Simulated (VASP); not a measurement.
AlAs:

```
Al As
1.0
     0.00000    2.83790    2.83790
     2.83790    0.00000    2.83790
     2.83790    2.83790    0.00000
Al As
1 1
Cartesian
  0.0000 0.0000 0.0000
  4.2569 4.2569 4.2569
```

- Program: VASP 6.6.1
- Task: relaxation of cell and atoms
- Functional: PBE
- Potentials or basis: VASP PAW PBE potentials, release 64 (Al, As)
- Cutoff: 500 eV
- k mesh: 8 × 8 × 8
- Occupations: gaussian, width 0.02 eV
- Spin: no spin polarisation

At the start: pressure 2.1 GPa; volume 22.86 Å³/atom.

Question: Where does the relaxation end?

Answer: Over 3 steps the energy falls by 4.5 meV/atom and the volume is 23.55 Å³/atom (+3.0 %); space group F-43m (No. 216, to 0.05 Å).

Step by step:
```
step  energy change (eV)  largest force (eV/Å)  pressure (GPa)  volume (Å³)
   1              0.0000                0.0000            2.15        45.71
   2             -0.0071                0.0000           -0.92        47.77
   3             -0.0091                0.0000            0.01        47.10
```

Final structure:
```
CELL_PARAMETERS angstrom
0.00000 2.86630 2.86630
2.86630 0.00000 2.86630
2.86630 2.86630 0.00000
ATOMIC_POSITIONS crystal
Al 0.00000 0.00000 0.00000
As 0.75000 0.75000 0.75000
```
